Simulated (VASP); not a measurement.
A run of VASP 6.6.1 is set up as follows.

The input INCAR:

```
SYSTEM = HgTe
ALGO     = Normal         ! electronic algorithm
EDIFF    = 1E-6           ! SCF threshold, eV
ENCUT    = 520            ! plane-wave cutoff, eV
GGA      = PE             ! functional
ISIF     = 2              ! what is computed and relaxed
ISMEAR   = -1             ! smearing method
LASPH    = .True.         ! aspherical terms in the spheres
LCHARG   = .True.         ! write CHGCAR
LELF     = .True.         ! ELF
LREAL    = .False.        ! projectors in reciprocal space
LVHAR    = .True.       
LWAVE    = .False.        ! write WAVECAR
NBANDS   = 16             ! bands
NELM     = 60             ! most SCF steps
PREC     = Accurate       ! precision mode
SIGMA    = 0.05           ! smearing width, eV
```

KPOINTS

```
k-points
0
Gamma
  7 7 7
  0 0 0
```

Contents of POSCAR:

```
HgTe
1.0
    0.0000000000      2.9564490595      2.9564490595
    2.9564490595      0.0000000000      2.9564490595
    2.9564490595      2.9564490595      0.0000000000
Hg Te
1 1
Direct
    0.0000000000      0.0000000000      0.0000000000
    0.7500000000      0.7500000000      0.7500000000
```

Potentials or basis: VASP PAW PBE potentials, release 64 (Hg, Te).

Launch:

```bash
$ cat potpaw_PBE.64/Hg/POTCAR potpaw_PBE.64/Te/POTCAR > POTCAR
$ mpirun -np 1 vasp_std > vasp.out
```

What does it give for the band gap on the k mesh?

Zero (filled and empty bands touch).

Predict the pressure.

30.3 GPa.

Caveat: spin-orbit coupling is left out, which moves the levels of the heavy elements.
